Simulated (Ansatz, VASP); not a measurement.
Hg in VASP and in Ansatz

```
Hg
1.0
     0.00000    2.25955    2.25955
     2.25955    0.00000    2.25955
     2.25955    2.25955    0.00000
Hg
1
Direct
  0.00000 0.00000 0.00000
```

Alike in both runs: task relaxation of cell and atoms; functional revPBE; k mesh 12 × 12 × 12; occupations fermi-dirac, width 0.1 eV; no spin polarisation.

|  | VASP | Ansatz |
| --- | --- | --- |
| version | VASP 6.6.1 | Ansatz 0.2.0 |
| potentials or method | VASP PAW PBE potentials, release 64 (Hg), cutoff 600 eV | plane waves (420 eV) with PAW, scalar-relativistic |
| valence electrons in the cell | 12 | 20 |

Ansatz gave:

```
gap on the k mesh at the Fermi level, each at its own relaxed structure (eV) : 4.38
relaxed volume (Å³/atom)                                                     : 108.76
relaxed cell length with the largest relative difference (Å)                 : 5.358
```

Q: Which values does VASP return?

A: gap on the k mesh at the Fermi level, each at its own relaxed structure (eV): 2.60; relaxed volume (Å³/atom): 51.70; relaxed cell length with the largest relative difference (Å): 4.182.

VASP's potentials were made for PBE, not for revPBE. One of these differences is far larger than is usual between the two programs; its cause wasn't traced. VASP's potentials hold 12 valence electrons a cell and Ansatz's 20, so a difference there can come from the potentials and not from the codes. Ansatz's warnings: xc potential rough in thin density.

Spin-orbit coupling is off throughout. Noted on VASP's run: the volume moved by over 15 % at a fixed basis, so the end points are rough.
